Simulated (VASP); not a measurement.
# ZnRe (P-6m2) in VASP: single point with r2SCAN

Aim: the single point of ZnRe with r2SCAN.

All numbers are computed with VASP 6.6.1; they aren't measurements. Logs are shortened: lines on timing, memory, paths and dates and some standing lists are left out, and cuts for length are marked.

### Step 1. The cell of the first run

The structure is hexagonal, space group P-6m2 (No. 187). Conventional cell: a = 2.748 Å, b = 2.748 Å, c = 4.494 Å, α = 90.00°, β = 90.00°, γ = 120.00°. Zn (site symmetry -6m2) has 6 Zn at 2.75 Å and 6 Re at 2.75 Å within 3.6 Å. Within 3.6 Å of Re (site symmetry -6m2) lie 6 Re at 2.75 Å and 6 Zn at 2.75 Å.

### Step 2. Single point, r2SCAN

POSCAR

```
ZnRe
1.0
    2.7482183437      0.0000000000      0.0000000000
   -1.3741091718      2.3800269008      0.0000000000
    0.0000000000      0.0000000000      4.4940660000
Zn Re
1 1
Direct
    0.0000000000      0.0000000000      0.0000000000
    0.3333333300      0.6666666700      0.5000000000
```

INCAR.step1

```
PREC = Accurate ; ENCUT = 660
ISMEAR = 0 ; SIGMA = 0.1
LREAL = F ; LASPH = T
NELM = 120 ; NBANDS = 16
GGA = PE ; ALGO = Normal
EDIFF = 1E-5 ; LWAVE = T
LCHARG = F ; GGA_COMPAT = F
```

INCAR.step2

```
PREC = Accurate ; ENCUT = 660
EDIFF = 1E-6 ; ISMEAR = 0
SIGMA = 0.1 ; LREAL = F
LASPH = T ; NELM = 120
ALGO = Normal ; ISIF = 2
LWAVE = F ; LCHARG = T
METAGGA = R2SCAN ; LMIXTAU = T
LELF = T ; LVHAR = T
NBANDS = 16 ; ISTART = 1
GGA_COMPAT = F
```

KPOINTS

```
regular mesh
0
Gamma
  9 9 4
```

Potentials or basis: VASP PAW PBE potentials, release 64 (Zn, Re).

The run is started by

```
> cat potpaw_PBE.64/Zn/POTCAR potpaw_PBE.64/Re/POTCAR > POTCAR
> cp INCAR.step1 INCAR
> mpirun -np 1 vasp_std > vasp.out
> cp INCAR.step2 INCAR
> mpirun -np 1 vasp_std > vasp.out
```

OUTCAR:

```text
PREC = Accurate
   ENCUT = 660
   EDIFF = 1E-6
   ISMEAR = 0
   LREAL = F
   LASPH = T
   NELM = 120
   ISIF = 2
   METAGGA = R2SCAN
   ISTART = 1

 ion  position               nearest neighbor table
   1  0.000  0.000  0.000-   2 2.75   2 2.75   2 2.75   2 2.75   2 2.75   2 2.75
   2  0.333  0.667  0.500-   1 2.75   1 2.75   1 2.75   1 2.75   1 2.75   1 2.75

  LATTYP: Found a hexagonal cell.
 ALAT       =     2.7482183437
 C/A-ratio  =     1.6352652657

  Lattice vectors:

 A1 = (   2.7482183437,   0.0000000000,   0.0000000000)
 A2 = (  -1.3741091718,   2.3800269008,   0.0000000000)
 A3 = (   0.0000000000,   0.0000000000,   4.4940660000)

Analysis of symmetry for initial positions (statically):
=====================================================================
 Subroutine PRICEL returns:
 Original cell was already a primitive cell.

 Routine SETGRP: Setting up the symmetry group for a
 hexagonal supercell.

 Subroutine GETGRP returns: Found 12 space group operations
 (whereof 12 operations were pure point group operations)
 out of a pool of 24 trial point group operations.

The static configuration has the point symmetry D_3h.

Analysis of symmetry for dynamics (positions and initial velocities):
=====================================================================
 Subroutine PRICEL returns:
 Original cell was already a primitive cell.

 Routine SETGRP: Setting up the symmetry group for a
 hexagonal supercell.

 Subroutine GETGRP returns: Found 12 space group operations
 (whereof 12 operations were pure point group operations)
 out of a pool of 24 trial point group operations.

The dynamic configuration has the point symmetry D_3h.

 Subroutine INISYM returns: Found 12 space group operations
 (whereof 12 operations are pure point group operations),
 and found     1 'primitive' translations

----------------------------------------------------------------------------------------

                                     Primitive cell

  volume of cell :      29.3949

  direct lattice vectors                    reciprocal lattice vectors
     2.748218344  0.000000000  0.000000000     0.363872107  0.210081659  0.000000000
    -1.374109172  2.380026901  0.000000000     0.000000000  0.420163318  0.000000000
     0.000000000  0.000000000  4.494066000     0.000000000  0.000000000  0.222515646

  length of vectors
[... 80 lines left out ...]
   ENCUT  =  660.0 eV  48.51 Ry    6.96 a.u.   5.76  5.76  9.41*2*pi/ulx,y,z
   NELM   =    120;   NELMIN=  2; NELMDL=  0     # of ELM steps
   EDIFF  = 0.1E-05   stopping-criterion for ELM
   LREAL  =      F    real-space projection
   EDIFFG = 0.1E-04   stopping-criterion for IOM
   NSW    =      0    number of steps for IOM
   IBRION =     -1    ionic relax: 0-MD 1-quasi-New 2-CG
   NFREE  =      0    steps in history (QN), initial steepest desc. (CG)
   ISIF   =      2    stress and relaxation
   ISYM   =      2    0-nonsym 1-usesym 2-fastsym
   POTIM  = 0.5000    time-step for ionic-motion
   TEBEG  =    0.0;   TEEND  =   0.0 temperature during run
   PSTRESS=    0.0 pullay stress
   NELECT =      19.0000    total number of electrons
   NUPDOWN=      -1.0000    fix difference up-down
   EMIN   =  10.00;   EMAX   =-10.00  energy-range for DOS
   EFERMI =   0.00;   METHOD = LEGACY
   ISMEAR =     0;   SIGMA  =   0.10  broadening in eV -4-tet -1-fermi 0-gaus
   EFERMI_NEDOS =   21; number of points for ismear=-14 and -15
   IALGO  =     38    algorithm
   IMIX   =      4    mixing-type and parameters
     AMIX     =   0.40;   BMIX     =  1.00
     AMIX_MAG =   1.60;   BMIX_MAG =  1.00
  volume/ion in A,a.u.               =      14.70        99.18
  Fermi-wavevector in a.u.,A,eV,Ry     =   1.415474  2.674858 27.260173  2.003566
  Thomas-Fermi vector in A             =   2.536909
   LORBIT       =      0    0 simple, 1 ext, 2 COOP (PROOUT), +10 PAW based schemes
   METAGGA = R2SCAN    functional components
   LHFCALC =     F    Hartree Fock is set to
   AEXX    =    0.0000 exact exchange contribution
   IVDW    =     0    specifies the selected vdW correction
   LEPSILON=     F    determine dielectric tensor
   LRPA    =     F    only Hartree local field effects (RPA)
 non-spin polarized calculation
 Gauss-broadening in eV      SIGMA  =   0.10
  energy-cutoff  :      660.00
  volume of cell :       29.39
 maximum number of plane-waves:      1170
 NGX is ok and might be reduce to    24
   NGX = 11   NGY = 11   NGZ = 19

 number of electron      19.0000005 magnetization

 Free energy of the ion-electron system (eV)
  ---------------------------------------------------
  ext. energy  EPLUGINS =         0.00000000
  ---------------------------------------------------
  free energy    TOTEN  =       -60.91977530 eV

  energy without entropy =      -60.91203949  energy(sigma->0) =      -60.91590739

 E-fermi :   5.4063     XC(G=0): -13.9622

 val. band max:        5.3822308769   @ k =   0.3333   0.3333   0.5000
 cond. band min:       5.4354128132   @ k =   0.2222   0.2222   0.5000
 fundamental gap:      0.0531819363
 Fermi energy:         5.4062567486

 k-point     1 :       0.0000    0.0000    0.0000
  band No.  band energies     occupation
      1      -5.3457      2.00000
      2      -2.8317      2.00000
      3      -2.1746      2.00000
      4      -2.1746      2.00000
      5      -1.7708      2.00000
      6      -1.7708      2.00000
[... 433 lines left out ...]
      3      -2.1793      2.00000
      4      -2.1679      2.00000
      5      -2.1182      2.00000
      6       2.1621      2.00000
[... 8 lines left out ...]
     15      15.4857      0.00000
     16      16.4229      0.00000

 [... further k-points ...]

------------------------ aborting loop because EDIFF is reached ----------------------------------------

  FORCE on cell =-STRESS in cart. coord.  units (eV):
  Direction    XX          YY          ZZ          XY          YZ          ZX
  --------------------------------------------------------------------------------------
  -------------------------------------------------------------------------------------
  Total       -1.3563634     -1.3563634     -0.6937718     -0.0000000      0.0000000      0.0000000
  in kB      -73.9288769    -73.9288769    -37.8141789     -0.0000000      0.0000000      0.0000000
  external PRESSURE =     -61.8906442 kB  Pullay stress =       0.0000000 kB

 VOLUME and BASIS-vectors are now :
 -----------------------------------------------------------------------------
  energy-cutoff  :      660.00
  volume of cell :       29.39
      direct lattice vectors                 reciprocal lattice vectors
     2.748218344  0.000000000  0.000000000     0.363872107  0.210081659  0.000000000
    -1.374109172  2.380026901  0.000000000     0.000000000  0.420163318  0.000000000
     0.000000000  0.000000000  4.494066000     0.000000000  0.000000000  0.222515646

 POSITION                                       TOTAL-FORCE (eV/Angst)
 -----------------------------------------------------------------------------------
      0.00000      0.00000      0.00000         0.000000      0.000000      0.000000
     -0.00000      1.58668      2.24703        -0.000000      0.000000      0.000000
 -----------------------------------------------------------------------------------
    total drift:                                0.000000     -0.000000      0.000000

  FREE ENERGIE OF THE ION-ELECTRON SYSTEM (eV)
  ---------------------------------------------------
  free  energy   TOTEN  =       -60.9197752980 eV

  energy  without entropy=      -60.9120394860  energy(sigma->0) =      -60.91590739
```

Run time: 1.9 min. Hardware: 1 thread of Intel Xeon 8259CL, shared host; peak memory 0.19 GiB.

Results:

```
Free energy            : -60.9198 eV
Pressure               : -6.2 GPa
Band gap on the k mesh : zero (an odd number of electrons rules out a gap without spin polarisation)
```

Levels at points of the mesh, in eV from the Fermi level:
```csv
k point,band 7,band 8,band 9,band 10,band 11,band 12,band 13,band 14
"(0.00, 0.00, 0.00)",-5.36,-1.74,-1.41,-1.41,1.85,1.85,5.01,15.26
"(0.00, 0.00, 0.50)",-7.19,-3.39,-1.33,-1.33,1.78,1.78,9.89,14.74
```

Caveat: the cell stands under tension; the PAW data sets were made with another functional, which shifts forces and pressure a little; spin-orbit coupling is left out, which moves the levels of the heavy elements.

The gap in the log of VASP goes by the Fermi energy; the results here count the filled bands.